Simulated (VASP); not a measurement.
# Ag2HgGeSe4 (P1) in VASP: single point with PBEsol

Aim: the single point of Ag2HgGeSe4 with PBEsol.

Everything below comes from runs of VASP 6.6.1. Logs are shortened: lines on timing, memory, paths and dates and some standing lists are left out, and cuts for length are marked.

**1. The cell of the first run**

The typed cell holds 8 atoms: a = 7.188 Å, b = 7.188 Å, c = 7.188 Å, α = 131.01°, β = 130.97°, γ = 71.84°.

**2. Single point, PBEsol**

The input, INCAR:

```
PREC = Accurate
ENCUT = 520
EDIFF = 1E-6
ISMEAR = -1
SIGMA = 0.05
LREAL = F
LASPH = T
NELM = 80
ALGO = Normal
ISIF = 2
LWAVE = F
LCHARG = T
GGA = PS
LELF = T
LVHAR = T
NBANDS = 46
```

The input, KPOINTS:

```
Automatic mesh
0
Gamma
  4 4 4
```

The input, POSCAR:

```
Ag2HgGeSe4
1.0
   -2.9804600582      2.9830870588      5.8216591169
    2.9805258163     -2.9831171996      5.8216456830
    2.9801294396      2.9827887544     -5.8216833408
Ag Hg Ge Se
2 1 1 4
Direct
   -0.0037859429     -0.0044300981     -0.0056833660
    0.7461586052      0.2459015663      0.4943052943
    0.2460948288      0.7457505800      0.4945716700
    0.4961894167      0.4957690512     -0.0055846250
    0.1396597701      0.6078842886      0.9842135812
    0.3840346511      0.3731743315      0.5255765560
    0.6187001780      0.1494539802      0.0046484971
    0.8423569076      0.8525411612      0.4632031776
```

Potentials or basis: VASP PAW PBE potentials, release 64 (Ag, Hg, Ge_d, Se).

Run with:

```
cat potpaw_PBE.64/Ag/POTCAR potpaw_PBE.64/Hg/POTCAR potpaw_PBE.64/Ge_d/POTCAR potpaw_PBE.64/Se/POTCAR > POTCAR
mpirun -np 1 vasp_std > vasp.out
```

OUTCAR:

```text
PREC = Accurate
   ENCUT = 520
   EDIFF = 1E-6
   ISMEAR = -1
   LREAL = F
   LASPH = T
   NELM = 80
   ISIF = 2
   GGA = PS

 ion  position               nearest neighbor table
   1  0.996  0.996  0.994-   5 2.62   8 2.62   6 2.62   7 2.62
   2  0.746  0.246  0.494-   7 2.58   5 2.58   6 2.58   8 2.58
   3  0.246  0.746  0.495-   8 2.65   6 2.65   7 2.65   5 2.65
   4  0.496  0.496  0.994-   5 2.40   6 2.40   7 2.40   8 2.40
   5  0.140  0.608  0.984-   4 2.40   2 2.58   1 2.62   3 2.65
   6  0.384  0.373  0.526-   4 2.40   2 2.58   1 2.62   3 2.65
   7  0.619  0.149  0.005-   4 2.40   2 2.58   1 2.62   3 2.65
   8  0.842  0.853  0.463-   4 2.40   2 2.58   1 2.62   3 2.65

  LATTYP: Found a base centered monoclinic cell.
 ALAT       =     8.4328657754
 B/A-ratio  =     1.3807055763
 C/A-ratio  =     0.7068362552
 COS(beta)  =    -0.7067580669

  Lattice vectors:

 A1 = (  -2.9801294396,  -2.9827887544,   5.8216833408)
 A2 = (  -2.9801951977,  -2.9827586136,  -5.8216214591)
 A3 = (   5.9606552559,  -0.0003284452,  -0.0000376578)

Analysis of symmetry for initial positions (statically):
=====================================================================
 Subroutine PRICEL returns:
 Original cell was already a primitive cell.

 Routine SETGRP: Setting up the symmetry group for a
 base centered monoclinic supercell.

 Subroutine GETGRP returns: Found  1 space group operations
 (whereof  1 operations were pure point group operations)
 out of a pool of  4 trial point group operations.

The static configuration has the point symmetry C_1 .

Analysis of symmetry for dynamics (positions and initial velocities):
=====================================================================
 Subroutine PRICEL returns:
 Original cell was already a primitive cell.

 Routine SETGRP: Setting up the symmetry group for a
 base centered monoclinic supercell.

 Subroutine GETGRP returns: Found  1 space group operations
 (whereof  1 operations were pure point group operations)
 out of a pool of  4 trial point group operations.

The dynamic configuration has the point symmetry C_1 .

 Subroutine INISYM returns: Found  1 space group operations
 (whereof  1 operations are pure point group operations),
 and found     1 'primitive' translations

[... 108 lines left out ...]
   EDIFFG = 0.1E-04   stopping-criterion for IOM
   NSW    =      0    number of steps for IOM
   IBRION =     -1    ionic relax: 0-MD 1-quasi-New 2-CG
   NFREE  =      0    steps in history (QN), initial steepest desc. (CG)
   ISIF   =      2    stress and relaxation
   ISYM   =      2    0-nonsym 1-usesym 2-fastsym
   POTIM  = 0.5000    time-step for ionic-motion
   TEBEG  =    0.0;   TEEND  =   0.0 temperature during run
   PSTRESS=    0.0 pullay stress
   NELECT =      72.0000    total number of electrons
   NUPDOWN=      -1.0000    fix difference up-down
   EMIN   =  10.00;   EMAX   =-10.00  energy-range for DOS
   EFERMI =   0.00;   METHOD = LEGACY
   ISMEAR =    -1;   SIGMA  =   0.05  broadening in eV -4-tet -1-fermi 0-gaus
   EFERMI_NEDOS =   21; number of points for ismear=-14 and -15
   IALGO  =     38    algorithm
   IMIX   =      4    mixing-type and parameters
     AMIX     =   0.40;   BMIX     =  1.00
     AMIX_MAG =   1.60;   BMIX_MAG =  1.00
  volume/ion in A,a.u.               =      25.88       174.63
  Fermi-wavevector in a.u.,A,eV,Ry     =   1.151280  2.175603 18.033772  1.325445
  Thomas-Fermi vector in A             =   2.287938
   LORBIT       =      0    0 simple, 1 ext, 2 COOP (PROOUT), +10 PAW based schemes
   GGA     = PS    functional components
   LHFCALC =     F    Hartree Fock is set to
   AEXX    =    0.0000 exact exchange contribution
   IVDW    =     0    specifies the selected vdW correction
   LEPSILON=     F    determine dielectric tensor
   LRPA    =     F    only Hartree local field effects (RPA)
 non-spin polarized calculation
  energy-cutoff  :      520.00
  volume of cell :      207.02
 maximum number of plane-waves:      5616
 NGX is ok and might be reduce to    54
   NGX = 27   NGY = 27   NGZ = 27

 number of electron      72.0000001 magnetization

 Free energy of the ion-electron system (eV)
  ---------------------------------------------------
  ext. energy  EPLUGINS =         0.00000000
  ---------------------------------------------------
  free energy    TOTEN  =       -28.92271363 eV

  energy without entropy =      -28.91782638  energy(sigma->0) =      -28.92027000

 E-fermi :   2.8993     XC(G=0):  -9.4617

 val. band max:        2.8425172913   @ k =   0.0000   0.0000   0.0000
 cond. band min:       3.6300841299   @ k =   0.5000   0.5000  -0.0000
 fundamental gap:      0.7875668386
 Fermi energy:         2.8993191476

 k-point     1 :       0.0000    0.0000    0.0000
  band No.  band energies     occupation
      1     -22.2572      2.00000
      2     -22.2568      2.00000
      3     -22.2567      2.00000
      4     -22.2262      2.00000
      5     -22.2254      2.00000
      6     -11.1740      2.00000
[... 1165 lines left out ...]
     45       8.6515      0.00000
     46       8.9677      0.00000

 [... further k-points ...]

------------------------ aborting loop because EDIFF is reached ----------------------------------------

  FORCE on cell =-STRESS in cart. coord.  units (eV):
  Direction    XX          YY          ZZ          XY          YZ          ZX
  --------------------------------------------------------------------------------------
  -------------------------------------------------------------------------------------
  Total        0.1666820      0.1490111      0.1416101      0.0037540     -0.0002918     -0.0004790
  in kB        1.2899851      1.1532266      1.0959489      0.0290532     -0.0022581     -0.0037073
  external PRESSURE =       1.1797202 kB  Pullay stress =       0.0000000 kB

 VOLUME and BASIS-vectors are now :
 -----------------------------------------------------------------------------
  energy-cutoff  :      520.00
  volume of cell :      207.02
      direct lattice vectors                 reciprocal lattice vectors
    -2.980460058  2.983087059  5.821659117     0.000009779  0.167620332  0.085886702
     2.980525816 -2.983117200  5.821645683     0.167767333  0.000009646  0.085885321
     2.980129440  2.982788754 -5.821683341     0.167776027  0.167629280 -0.000000514

 POSITION                                       TOTAL-FORCE (eV/Angst)
 -----------------------------------------------------------------------------------
      2.96134      2.96773      5.80688         0.000173      0.000097      0.000032
     -0.01789      2.96671      2.89774         0.000115      0.000300     -0.000624
      2.96314     -0.01534      2.89494        -0.000466     -0.000366      0.000163
      2.96227      2.96737     -0.01433         0.000104      0.000512     -0.000366
      4.32865      1.53893     -1.37784        -0.013667     -0.019992      0.013133
      1.53394      1.60007      1.34847        -0.020031      0.013574     -0.012949
     -1.38471      1.41366      4.44487         0.013772      0.019945      0.013472
      1.41082      1.35123      7.17049         0.020001     -0.014070     -0.012863
 -----------------------------------------------------------------------------------
    total drift:                                0.000220      0.000196      0.000203

  FREE ENERGIE OF THE ION-ELECTRON SYSTEM (eV)
  ---------------------------------------------------
  free  energy   TOTEN  =       -28.9227136273 eV

  energy  without entropy=      -28.9178263803  energy(sigma->0) =      -28.92027000
```

OSZICAR:

```text
N       E                     dE             d eps       ncg     rms          rms(c)
DAV:   1     0.620759551685E+03    0.62076E+03   -0.32611E+04  4224   0.205E+03
DAV:   2     0.477480026671E+02   -0.57301E+03   -0.54924E+03  3444   0.626E+02
DAV:   3    -0.261134618566E+02   -0.73861E+02   -0.72791E+02  3864   0.136E+02
DAV:   4    -0.300409089573E+02   -0.39274E+01   -0.39137E+01  3822   0.363E+01
DAV:   5    -0.301299501094E+02   -0.89041E-01   -0.89005E-01  3872   0.515E+00    0.121E+01
DAV:   6    -0.289493972275E+02    0.11806E+01   -0.32226E+00  3782   0.171E+01    0.956E+00
DAV:   7    -0.289453915618E+02    0.40057E-02   -0.15468E+00  3696   0.556E+00    0.502E+00
DAV:   8    -0.289237245596E+02    0.21667E-01   -0.11999E-01  3700   0.259E+00    0.970E-01
DAV:   9    -0.289225736356E+02    0.11509E-02   -0.86938E-03  3994   0.564E-01    0.305E-01
DAV:  10    -0.289226158333E+02   -0.42198E-04   -0.12222E-03  3688   0.221E-01    0.115E-01
DAV:  11    -0.289227015297E+02   -0.85696E-04   -0.18909E-04  3862   0.933E-02    0.380E-02
DAV:  12    -0.289227127037E+02   -0.11174E-04   -0.26938E-05  3724   0.272E-02    0.796E-03
DAV:  13    -0.289227136273E+02   -0.92356E-06   -0.34495E-06  3316   0.943E-03
   1 F= -.28922714E+02 E0= -.28920270E+02  d E =-.488725E-02
```

stdout:

```text
POSCAR found type information on POSCAR AgHgGeSe
 POSCAR found :  4 types and       8 ions
 scaLAPACK will be used
 -----------------------------------------------------------------------------
|                                                                             |
|                                                                             |
|     You enforced a specific xc type in the INCAR file but a different       |
|     I HOPE YOU KNOW WHAT YOU ARE DOING!                                     |
|                                                                             |
 -----------------------------------------------------------------------------

 LDA part: xc-table for (Slater+PW92), standard interpolation
 POSCAR, INCAR and KPOINTS ok, starting setup
 FFT: planning ... GRIDC
 FFT: planning ... GRID_SOFT
 FFT: planning ... GRID
 WAVECAR not read
 entering main loop
```

Run time: 7.2 min. Hardware: 1 thread of Intel Xeon Platinum 8259CL at 2.50GHz (Skylake/Cascade Lake), shared host; peak memory 0.63 GiB.

Results:

```
Free energy   : -28.9227 eV
Pressure      : 0.1 GPa
Largest force : 0.028 eV/Å
```

Forces on the atoms (eV/Å):
```
Ag   0.000  0.000  0.000
Ag   0.000  0.000 -0.001
Hg   0.000  0.000  0.000
Ge   0.000  0.001  0.000
Se  -0.014 -0.020  0.013
Se  -0.020  0.014 -0.013
Se   0.014  0.020  0.013
Se   0.020 -0.014 -0.013
```

Levels at points of the mesh, in eV from the Fermi level:
```
           k point  band 33  band 34  band 35  band 36  band 37  band 38  band 39  band 40
(0.00, 0.00, 0.00)    -1.95    -0.31    -0.06    -0.06    -0.06     2.32     2.39     3.82
(0.50, 0.00, 0.00)    -1.46    -1.25    -1.10    -0.43     1.64     2.24     3.13     3.90
(0.00, 0.50, 0.50)    -1.46    -1.25    -1.10    -0.43     1.64     2.24     3.13     3.90
(0.00, 0.50, 0.00)    -1.46    -1.25    -1.10    -0.43     1.64     2.24     3.13     3.90
(0.50, 0.00, 0.50)    -1.46    -1.25    -1.10    -0.43     1.64     2.24     3.13     3.90
(0.50, 0.50, 0.00)    -1.08    -0.78    -0.43    -0.37     0.73     1.26     2.49     3.88
(0.00, 0.00, 0.50)    -1.08    -0.78    -0.43    -0.37     0.73     1.26     2.49     3.88
(0.50, 0.50, 0.50)    -1.26    -1.26    -1.00    -0.99     1.68     2.16     2.54     2.54
```

Caveat: the k points lie up to 0.37 Å⁻¹ apart; the PAW data sets were made with another functional, which shifts forces and pressure a little; spin-orbit coupling is left out, which moves the levels of the heavy elements.
